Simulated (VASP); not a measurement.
Input of a VASP 6.6.1 run:

File INCAR:

```
  PREC = Accurate
  ENCUT = 520
  EDIFF = 1E-6
  ISMEAR = 0
  SIGMA = 0.05
  LREAL = False
  LASPH = True
  NELM = 100
  ALGO = Normal
  ISIF = 2
  LWAVE = False
  LCHARG = False
  NBANDS = 26
```

The input KPOINTS:

```
regular mesh
0
Gamma
  6 6 6
```

The input POSCAR:

```
K2PdC2
1.0
    5.1181840614      0.0000000000      0.0000000000
   -2.5590920307      4.4324774185      0.0000000000
    0.0000000000      0.0000000000      5.2581371800
K Pd C
2 1 2
Direct
    0.6666666667      0.3333333333      0.7201982100
    0.3333333333      0.6666666667      0.2798017900
    0.0000000000      0.0000000000      0.0000000000
    0.0000000000      0.0000000000      0.6083104412
    0.0000000000      0.0000000000      0.3679168812
```

Potentials or basis: VASP PAW LDA potentials, release 64 (K_sv, Pd, C).

Command:

```console
$ cat potpaw_LDA.64/K_sv/POTCAR potpaw_LDA.64/Pd/POTCAR potpaw_LDA.64/C/POTCAR > POTCAR
$ mpirun -np 1 vasp_std > vasp.out
```

(1) Predict the largest force.

(2) What does it give for the band gap on the k mesh?

(3) Predict the pressure.

Answers

(1) 1.165 eV/Å.

(2) 1.35 eV, indirect (least direct gap 1.38 eV).

(3) -2.3 GPa.

Caveat: the cell differs from its parent crystal (all C atoms moved +0.062 Å, as atom 4 towards its neighbour atom 5 (C) at 1.264 Å); forces of over 1 eV/Å act on the atoms, so gaps and moduli don't describe the material at rest.
